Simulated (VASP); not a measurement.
CaScB2, 4 atoms in the cell. It takes space group P4mm (No. 99, tetragonal). The conventional cell has a = 4.308 Å, b = 4.308 Å, c = 3.444 Å, α = 90.00°, β = 90.00°, γ = 90.00°. Ca (site symmetry 4mm) has 8 B at 2.52 to 3.04 Å and 4 Sc at 3.19 Å within 3.3 Å. Sc (site symmetry 4mm) has 8 B at 2.46 to 3.11 Å and 4 Ca at 3.19 Å within 3.3 Å. B (site symmetry 2mm) has 4 Sc at 2.46 to 3.11 Å and 4 Ca at 2.52 to 3.04 Å and 4 B at 3.05 Å within 3.3 Å. 

| Item | Value |
| --- | --- |
| Program | VASP 6.6.1 |
| Task | single point |
| Functional | PBE |
| Potentials or basis | VASP PAW PBE potentials, release 64 (Ca_sv, Sc_sv, B) |
| Cutoff | 520 eV |
| k mesh | 4 × 4 × 6 |
| Occupations | gaussian, width 0.1 eV |
| Spin | no spin polarisation |
| Dipole correction | no |
| Further INCAR settings | ALGO = Normal; EDIFF = 1e-06; NBANDS = 22 |

Potentials or basis: VASP PAW PBE potentials, release 64 (Ca_sv, Sc_sv, B).

Launch:

```bash
$ cat potpaw_PBE.64/Ca_sv/POTCAR potpaw_PBE.64/Sc_sv/POTCAR potpaw_PBE.64/B/POTCAR > POTCAR
$ mpirun -np 1 vasp_std > vasp.out
```

Hardware: 1 thread of AMD EPYC 9R14 (Zen 4), on a shared host.

Question: How long does it take, and how much memory?

Answer: Run time: 28 s on 1 thread of AMD EPYC 9R14 (Zen 4), on a shared host, peak memory 0.16 GiB. Counts: scf iterations 14, k points 24.
